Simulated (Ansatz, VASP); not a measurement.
## One calculation of SnO2, two programs

```xyz
3
Lattice="2.8956 0.0000 0.0000 -1.4478 2.5077 0.0000 0.0000 0.0000 4.6330" Properties=species:S:1:pos:R:3 pbc="T T T"
Sn    0.0000    0.0000    0.0000
O     0.0000    1.6718    1.1583
O     1.4478    0.8359    3.4748
```

Alike in both runs: task relaxation of cell and atoms; functional PBE; k mesh 13 × 13 × 7; occupations fermi-dirac, width 0.08 eV; no spin polarisation.

```csv
,VASP,Ansatz
version,VASP 6.6.1,Ansatz 0.2.0
potentials or method,"VASP PAW PBE potentials, release 64 (Sn_d, O)","PAW with Ansatz's default frozen-core files, scalar-relativistic"
plane-wave cutoff (eV),600,420
valence electrons in the cell,26,26
```

VASP gave:

| Item | Value |
| --- | --- |
| relaxed volume (Å³/atom) | 15.45 |
| relaxed cell length with the largest relative difference (Å) | 5.123 |

Task: Estimate Ansatz's values.

Result: Relaxed volume (Å³/atom): 16.52; relaxed cell length with the largest relative difference (Å): 5.492.

One of these differences is far larger than is usual between the two programs; its cause wasn't traced.

Noted on VASP's run: the volume moved by over 15 % at a fixed basis, so the end points are rough.
